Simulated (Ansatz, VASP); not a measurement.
One calculation of B, two programs

```
CELL_PARAMETERS angstrom
-0.15365 0.08839 1.85158
5.71184 0.07369 -0.46896
-2.78906 4.98505 0.47016
ATOMIC_POSITIONS crystal
B 0.91689 0.16181 0.32797
B 0.16694 0.17203 0.83820
B 0.66690 0.67203 0.33819
B 0.41691 0.66180 0.82797
B 0.58308 0.32797 0.16181
B 0.83311 0.33819 0.67203
B 0.33309 0.83820 0.17203
B 0.08309 0.82797 0.66180
```

Change from the starting cell: lonsdaleite type (P6_3/mmc, No. 194); cell x4, atoms moved at random (sigma 0.1 Å) and cell strained at random (1.5 %), then relaxed without symmetry.

Alike in both runs: functional PBEsol; k mesh 12 × 6 × 6; occupations gaussian, width 0.1 eV; no spin polarisation.

Ansatz relaxed the structure, and its values are those at the end. VASP's run is a single point on that final structure, the one shown.

|  | VASP | Ansatz |
| --- | --- | --- |
| version | VASP 6.6.1 | Ansatz 0.2.0 |
| potentials or method | VASP PAW PBE potentials, release 64 (B), cutoff 520 eV | scalar-relativistic, plane waves, PAW |
| valence electrons in the cell | 24 | 24 |

```csv
,VASP,Ansatz,Ansatz less VASP
gap on the k mesh at the Fermi level (eV),none,none,-
pressure (GPa),0.3,0.0,-0.31
rms of the force components (eV/Å),0.004,0.001,-0.0035
```

VASP's potentials were made for PBE, not for PBEsol. A gap of «none» marks a metal or a gap that the smearing closes.
